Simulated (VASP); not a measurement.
# W7S16N (a cell with a defect) (Tungstenite) in VASP: electric field gradients with PBE

Aim: the electric field gradients of W7S16N (a cell with a defect) (Tungstenite) with PBE.

All numbers are computed with VASP 6.6.1; they aren't measurements. Logs are shortened: lines on timing, memory, paths and dates and some standing lists are left out, and cuts for length are marked.

## 1. The cell of the first run

The cell holds a defect, 24 atoms: a = 6.360 Å, b = 6.360 Å, c = 12.500 Å, α = 90.00°, β = 90.00°, γ = 120.00°.

## 2. Electric field gradients, PBE, collinear spin, ferromagnetic start

Input file INCAR:

```
SYSTEM = W7S16N
PREC = Accurate ; ENCUT = 520
EDIFF = 1E-8 ; ISMEAR = -1
SIGMA = 0.01 ; LREAL = .False.
LASPH = .True. ; NELM = 200
ALGO = Normal ; ISIF = 2
LWAVE = .False. ; LCHARG = .False.
ISPIN = 2 ; MAGMOM = 1 0 0 0 0 0 0 0 0 0 0 0 0 0 0 0 0 0 0 0 0 0 0 0
LORBIT = 11 ; LMAXMIX = 4
GGA = PE ; LEFG = .True.
NBANDS = 122 ; GGA_COMPAT = .False.
KPAR = 4
```

Input file KPOINTS:

```
Automatic mesh
0
Gamma
  4 4 2
  0 0 0
```

Input file POSCAR:

```
W7S16N
1.0
    6.3600000000      0.0000000000      0.0000000000
   -3.1800000000      5.5079215680      0.0000000000
    0.0000000000      0.0000000000     12.5000000000
N W S
1 7 16
Direct
    0.1666666666      0.3333333334      0.2500000000
    0.1666666666      0.8333333334      0.2500000000
    0.6666666666      0.3333333334      0.2500000000
    0.6666666666      0.8333333334      0.2500000000
    0.3333333334      0.1666666666      0.7500000000
    0.3333333334      0.6666666666      0.7500000000
    0.8333333334      0.1666666666      0.7500000000
    0.8333333334      0.6666666666      0.7500000000
    0.1666666666      0.3333333334      0.6250000000
    0.1666666666      0.8333333334      0.6250000000
    0.6666666666      0.3333333334      0.6250000000
    0.6666666666      0.8333333334      0.6250000000
    0.3333333334      0.1666666666      0.1250000000
    0.3333333334      0.6666666666      0.1250000000
    0.8333333334      0.1666666666      0.1250000000
    0.8333333334      0.6666666666      0.1250000000
    0.1666666666      0.3333333334      0.8750000000
    0.1666666666      0.8333333334      0.8750000000
    0.6666666666      0.3333333334      0.8750000000
    0.6666666666      0.8333333334      0.8750000000
    0.3333333334      0.1666666666      0.3750000000
    0.3333333334      0.6666666666      0.3750000000
    0.8333333334      0.1666666666      0.3750000000
    0.8333333334      0.6666666666      0.3750000000
```

Potentials or basis: VASP PAW PBE potentials, release 64 (N, W_sv, S).

Run with:

```bash
> cat potpaw_PBE.64/N/POTCAR potpaw_PBE.64/W_sv/POTCAR potpaw_PBE.64/S/POTCAR > POTCAR
> mpirun -np 4 vasp_std > vasp.out
```

OUTCAR:

```text
SYSTEM = W7S16N
   PREC = Accurate
   ENCUT = 520
   EDIFF = 1E-8
   ISMEAR = -1
   LREAL = .False.
   LASPH = .True.
   NELM = 200
   ISIF = 2
   ISPIN = 2
   LORBIT = 11
   GGA = PE

 ion  position               nearest neighbor table
   1  0.167  0.333  0.250-
   2  0.167  0.833  0.250-  13 2.41  21 2.41  16 2.41  24 2.41  22 2.41  14 2.41   3 3.18   3 3.18
                             4 3.18   4 3.18
   3  0.667  0.333  0.250-  16 2.41  24 2.41  21 2.41  13 2.41  23 2.41  15 2.41   2 3.18   4 3.18
                             4 3.18   2 3.18
   4  0.667  0.833  0.250-  15 2.41  23 2.41  22 2.41  14 2.41  16 2.41  24 2.41   3 3.18   3 3.18
                             2 3.18   2 3.18
   5  0.333  0.167  0.750-  10 2.41  18 2.41  11 2.41  19 2.41   9 2.41  17 2.41   6 3.18   8 3.18
                             6 3.18   8 3.18   7 3.18   7 3.18
   6  0.333  0.667  0.750-   9 2.41  17 2.41  12 2.41  20 2.41  18 2.41  10 2.41   5 3.18   7 3.18
                             5 3.18   7 3.18   8 3.18   8 3.18
   7  0.833  0.167  0.750-  12 2.41  20 2.41  17 2.41   9 2.41  19 2.41  11 2.41   6 3.18   8 3.18
                             8 3.18   6 3.18   5 3.18   5 3.18
   8  0.833  0.667  0.750-  11 2.41  19 2.41  18 2.41  10 2.41  12 2.41  20 2.41   5 3.18   7 3.18
                             7 3.18   5 3.18   6 3.18   6 3.18
   9  0.167  0.333  0.625-   6 2.41   7 2.41   5 2.41
  10  0.167  0.833  0.625-   5 2.41   8 2.41   6 2.41
  11  0.667  0.333  0.625-   8 2.41   5 2.41   7 2.41
  12  0.667  0.833  0.625-   7 2.41   6 2.41   8 2.41
  13  0.333  0.167  0.125-   2 2.41   3 2.41
  14  0.333  0.667  0.125-   4 2.41   2 2.41
  15  0.833  0.167  0.125-   4 2.41   3 2.41
  16  0.833  0.667  0.125-   3 2.41   2 2.41   4 2.41
  17  0.167  0.333  0.875-   6 2.41   7 2.41   5 2.41
  18  0.167  0.833  0.875-   5 2.41   8 2.41   6 2.41
  19  0.667  0.333  0.875-   8 2.41   5 2.41   7 2.41
  20  0.667  0.833  0.875-   7 2.41   6 2.41   8 2.41
  21  0.333  0.167  0.375-   2 2.41   3 2.41
  22  0.333  0.667  0.375-   4 2.41   2 2.41
  23  0.833  0.167  0.375-   4 2.41   3 2.41
  24  0.833  0.667  0.375-   3 2.41   2 2.41   4 2.41

  LATTYP: Found a hexagonal cell.
 ALAT       =     6.3600000000
 C/A-ratio  =     1.9654088050

  Lattice vectors:

 A1 = (   6.3600000000,   0.0000000000,   0.0000000000)
 A2 = (  -3.1800000000,   5.5079215680,   0.0000000000)
 A3 = (   0.0000000000,   0.0000000000,  12.5000000000)

Analysis of symmetry for initial positions (statically):
=====================================================================
 Subroutine PRICEL returns:
 Original cell was already a primitive cell.

 Routine SETGRP: Setting up the symmetry group for a
 hexagonal supercell.

 Subroutine GETGRP returns: Found 12 space group operations
 (whereof  2 operations were pure point group operations)
 out of a pool of 24 trial point group operations.

The static configuration has the point symmetry C_1h.
 The point group associated with its full space group is D_3h.

Analysis of symmetry for dynamics (positions and initial velocities):
=====================================================================
 Subroutine PRICEL returns:
 Original cell was already a primitive cell.

 Routine SETGRP: Setting up the symmetry group for a
 hexagonal supercell.

 Subroutine GETGRP returns: Found 12 space group operations
 (whereof  2 operations were pure point group operations)
 out of a pool of 24 trial point group operations.

The dynamic configuration has the point symmetry C_1h.
 The point group associated with its full space group is D_3h.

Analysis of structural, dynamic, and magnetic symmetry:
=====================================================================
 Subroutine PRICEL returns:
 Original cell was already a primitive cell.

 Routine SETGRP: Setting up the symmetry group for a
 hexagonal supercell.

 Subroutine GETGRP returns: Found 12 space group operations
 (whereof  2 operations were pure point group operations)
 out of a pool of 24 trial point group operations.

The overall configuration has the point symmetry C_1h.
 The point group associated with its full space group is D_3h.

 Subroutine INISYM returns: Found 12 space group operations
 (whereof  2 operations are pure point group operations),
 and found     1 'primitive' translations

[... 168 lines left out ...]

 E-fermi :   6.4046     XC(G=0): -10.6340

 val. band max:        6.3942102199   @ k =   0.2500   0.2500   0.0000
 cond. band min:       6.4094987225   @ k =   0.2500   0.2500   0.5000
 fundamental gap:      0.0152885027
 Fermi energy:         6.4046278126

 spin component 1

 k-point     1 :       0.0000    0.0000    0.0000
  band No.  band energies     occupation
      1     -68.0760      1.00000
      2     -68.0634      1.00000
      3     -68.0634      1.00000
      4     -67.9779      1.00000
      5     -67.9620      1.00000
      6     -67.9603      1.00000
[... 901 lines left out ...]
    110       8.5159      0.00000
    111       8.6694      0.00000
 Fermi energy:         6.4046278126

 spin component 2

 k-point     1 :       0.0000    0.0000    0.0000
  band No.  band energies     occupation
      1     -68.0616      1.00000
      2     -68.0490      1.00000
      3     -68.0490      1.00000
      4     -67.9780      1.00000
      5     -67.9621      1.00000
      6     -67.9604      1.00000
[... 901 lines left out ...]
    110       8.5349      0.00000
    111       8.7027      0.00000
 [bands above 111 left out]

------------------------ aborting loop because EDIFF is reached ----------------------------------------

  FORCE on cell =-STRESS in cart. coord.  units (eV):
  Direction    XX          YY          ZZ          XY          YZ          ZX
  --------------------------------------------------------------------------------------
  -------------------------------------------------------------------------------------
  Total        6.0907746      6.0907746     -2.5104208      0.0000000      0.0000000      0.0000000
  in kB       22.2858002     22.2858002     -9.1854879      0.0000000      0.0000000      0.0000000
  external PRESSURE =      11.7953708 kB  Pullay stress =       0.0000000 kB

 VOLUME and BASIS-vectors are now :
 -----------------------------------------------------------------------------
  energy-cutoff  :      520.00
  volume of cell :      437.88
      direct lattice vectors                 reciprocal lattice vectors
     6.360000000  0.000000000  0.000000000     0.157232704  0.090778344  0.000000000
    -3.180000000  5.507921568  0.000000000     0.000000000  0.181556688  0.000000000
     0.000000000  0.000000000 12.500000000     0.000000000  0.000000000  0.080000000

 POSITION                                       TOTAL-FORCE (eV/Angst)
 -----------------------------------------------------------------------------------
     -0.00000      1.83597      3.12500        -0.000000     -0.000000      0.000000
     -1.59000      4.58993      3.12500         0.846089      0.488490      0.000000
      3.18000      1.83597      3.12500         0.000000     -0.976979      0.000000
      1.59000      4.58993      3.12500        -0.846089      0.488490      0.000000
      1.59000      0.91799      9.37500        -0.012585      0.007266      0.000000
      0.00000      3.67195      9.37500        -0.000000     -0.014532      0.000000
[... 16 lines left out ...]
      4.77000      0.91799      4.68750         0.125075      0.072212     -0.994014
      3.18000      3.67195      4.68750        -0.000000     -0.000000     -0.144460
 -----------------------------------------------------------------------------------
    total drift:                               -0.000001      0.000001      0.000000

  FREE ENERGIE OF THE ION-ELECTRON SYSTEM (eV)
  ---------------------------------------------------
  free  energy   TOTEN  =      -174.1742455907 eV

  energy  without entropy=     -174.1710508401  energy(sigma->0) =     -174.17264822

 Electric field gradients (V/A^2)
---------------------------------------------------------------------
 ion       V_xx      V_yy      V_zz      V_xy      V_xz      V_yz
---------------------------------------------------------------------
   1     -18.881   -18.883    37.764    -0.001     0.000    -0.000
   2     100.414   122.766  -223.180   -19.357    -0.000     0.000
   3     133.941    89.238  -223.180     0.001    -0.000     0.000
   4     100.414   122.765  -223.179    19.357    -0.000     0.000
   5      78.473    78.542  -157.016     0.060     0.000    -0.000
   6      78.577    78.439  -157.016     0.000     0.000    -0.000
[... 16 lines left out ...]
  23      26.428    -0.852   -25.576    23.626   -39.988   -23.087
  24      28.093    28.094   -56.187     0.000    -0.000     0.000
---------------------------------------------------------------------

 Electric field gradients after diagonalization (V/A^2)
 (convention: |V_zz| > |V_xx| > |V_yy|)
----------------------------------------------------------------------
 ion       V_xx      V_yy      V_zz     asymmetry (V_yy - V_xx)/ V_zz
----------------------------------------------------------------------
   1     -18.883   -18.881    37.764       0.000
   2     133.941    89.238  -223.180       0.200
   3     133.941    89.238  -223.180       0.200
   4     133.941    89.238  -223.179       0.200
   5      78.577    78.439  -157.016       0.001
   6      78.577    78.439  -157.016       0.001
[... 16 lines left out ...]
  23     -49.405   -14.493    63.898       0.546
  24      28.094    28.093   -56.187       0.000
----------------------------------------------------------------------

           NMR quadrupolar parameters

 Cq : quadrupolar parameter    Cq=e*Q*V_zz/h
 eta: asymmetry parameters     (V_yy - V_xx)/ V_zz
 Q  : nuclear electric quadrupole moment in mb (millibarn)
----------------------------------------------------------------------
 ion       Cq(MHz)       eta       Q (mb)
----------------------------------------------------------------------
   1       0.091       0.000       1.000
   2      -0.540       0.200       1.000
   3      -0.540       0.200       1.000
   4      -0.540       0.200       1.000
   5      -0.380       0.001       1.000
   6      -0.380       0.001       1.000
[... 16 lines left out ...]
  23       0.155       0.546       1.000
  24      -0.136       0.000       1.000
----------------------------------------------------------------------

 total charge

# of ion       s       p       d       tot
------------------------------------------
    1        1.401   1.906   0.000   3.307
    2        2.334   6.316   3.324  11.974
    3        2.334   6.316   3.324  11.974
    4        2.334   6.316   3.324  11.974
    5        2.320   6.326   3.374  12.020
    6        2.320   6.326   3.374  12.020
[... 16 lines left out ...]
   23        1.376   2.280   0.000   3.656
   24        1.363   2.347   0.000   3.710
--------------------------------------------------
tot         39.540  83.438  23.468 146.445

 magnetization (x)

# of ion       s       p       d       tot
------------------------------------------
    1        0.006   0.253   0.000   0.259
    2        0.001  -0.000   0.030   0.031
    3        0.001  -0.000   0.030   0.031
    4        0.001  -0.000   0.030   0.031
    5       -0.000  -0.000  -0.000  -0.000
    6       -0.000  -0.000  -0.000  -0.000
[... 16 lines left out ...]
   23        0.000  -0.007   0.000  -0.007
   24       -0.000  -0.005   0.000  -0.006
--------------------------------------------------
tot          0.012   0.199   0.089   0.300
```

Run time: 5.8 min. Hardware: 4 MPI ranks of Intel Xeon 6975P-C (Granite Rapids), shared host; peak memory 1.1 GiB.

Results:

```yaml
Free_energy: -174.1742 eV
Pressure: 1.2 GPa
Largest_force: 1.004 eV/Å
Net_moment: 0.38 μB per cell
Site_moments: N +0.26; W +0.03, -0.00; S -0.00, -0.01 μB
Valence_electrons_inside_the_program's_atomic_spheres: N 3.31; W 11.97, 12.02; S 3.72, 3.66, 3.71
```

Forces in eV/Å, atoms in the order of the input:
```
N    0.000  0.000  0.000
W    0.846  0.488  0.000
W    0.000 -0.977  0.000
W   -0.846  0.488  0.000
W   -0.013  0.007  0.000
W    0.000 -0.015  0.000
W    0.013  0.007  0.000
W    0.000  0.000  0.000
S    0.000  0.000 -0.130
S    0.010  0.006 -0.147
S    0.000 -0.012 -0.147
S   -0.010  0.006 -0.147
S   -0.125  0.072  0.994
S    0.000 -0.144  0.994
S    0.125  0.072  0.994
S    0.000  0.000  0.144
S    0.000  0.000  0.130
S    0.010  0.006  0.147
S    0.000 -0.012  0.147
S   -0.010  0.006  0.147
S   -0.125  0.072 -0.994
S    0.000 -0.144 -0.994
S    0.125  0.072 -0.994
S    0.000  0.000 -0.144
```

Levels at points of the mesh, in eV from the Fermi level:
Spin up:
| k point | band 96 | band 97 | band 98 | band 99 | band 100 | band 101 | band 102 | band 103 | band 104 | band 105 |
| --- | --- | --- | --- | --- | --- | --- | --- | --- | --- | --- |
| (0.00, 0.00, 0.00) | -0.52 | -0.52 | -0.21 | 0.14 | 0.14 | 0.70 | 1.19 | 1.39 | 1.39 | 2.46 |
| (0.50, 0.00, 0.00) | -0.99 | -0.98 | -0.23 | -0.17 | -0.02 | 0.37 | 0.52 | 0.97 | 1.37 | 1.78 |
| (0.00, 0.00, 0.50) | -0.52 | -0.52 | -0.17 | 0.15 | 0.15 | 0.72 | 1.20 | 1.37 | 1.37 | 2.47 |
| (0.50, 0.00, 0.50) | -0.97 | -0.96 | -0.25 | -0.17 | -0.02 | 0.40 | 0.58 | 0.97 | 1.34 | 2.03 |
Spin down:
| k point | band 95 | band 96 | band 97 | band 98 | band 99 | band 100 | band 101 | band 102 | band 103 | band 104 |
| --- | --- | --- | --- | --- | --- | --- | --- | --- | --- | --- |
| (0.00, 0.00, 0.00) | -1.01 | -0.50 | -0.50 | -0.20 | 0.12 | 0.12 | 0.85 | 1.22 | 1.64 | 1.64 |
| (0.50, 0.00, 0.00) | -1.09 | -0.99 | -0.98 | -0.25 | -0.05 | 0.20 | 0.53 | 0.60 | 1.17 | 1.49 |
| (0.00, 0.00, 0.50) | -0.74 | -0.50 | -0.50 | -0.15 | 0.12 | 0.12 | 0.85 | 1.23 | 1.62 | 1.62 |
| (0.50, 0.00, 0.50) | -1.07 | -0.97 | -0.96 | -0.27 | -0.04 | 0.21 | 0.59 | 0.62 | 1.17 | 1.46 |

Electric field gradients, principal values (V/Å²):
| atom | least | middle | greatest (by size) |
| --- | --- | --- | --- |
| 1 N | -18.881 | -18.883 | 37.764 |
| 2 W | 89.238 | 133.941 | -223.180 |
| 3 W | 89.238 | 133.941 | -223.180 |
| 4 W | 89.238 | 133.941 | -223.179 |
| 5 W | 78.439 | 78.577 | -157.016 |
| 6 W | 78.439 | 78.577 | -157.016 |
| 7 W | 78.439 | 78.577 | -157.016 |
| 8 W | 77.233 | 77.233 | -154.466 |
| 9 S | 23.638 | 23.640 | -47.278 |
| 10 S | 22.375 | 22.663 | -45.037 |
| 11 S | 22.375 | 22.663 | -45.037 |
| 12 S | 22.376 | 22.662 | -45.037 |
| 13 S | -14.492 | -49.405 | 63.897 |
| 14 S | -14.493 | -49.405 | 63.898 |
| 15 S | -14.493 | -49.405 | 63.898 |
| 16 S | 28.093 | 28.094 | -56.187 |
| 17 S | 23.638 | 23.640 | -47.278 |
| 18 S | 22.375 | 22.663 | -45.037 |
| 19 S | 22.375 | 22.663 | -45.037 |
| 20 S | 22.376 | 22.662 | -45.037 |
| 21 S | -14.492 | -49.405 | 63.897 |
| 22 S | -14.493 | -49.405 | 63.898 |
| 23 S | -14.493 | -49.405 | 63.898 |
| 24 S | 28.093 | 28.094 | -56.187 |

Caveat: without QUAD_EFG the Cq values of the log hold for a quadrupole moment of 1 mb, not for the nuclei; spin-orbit coupling is left out, which moves the levels of the heavy elements.
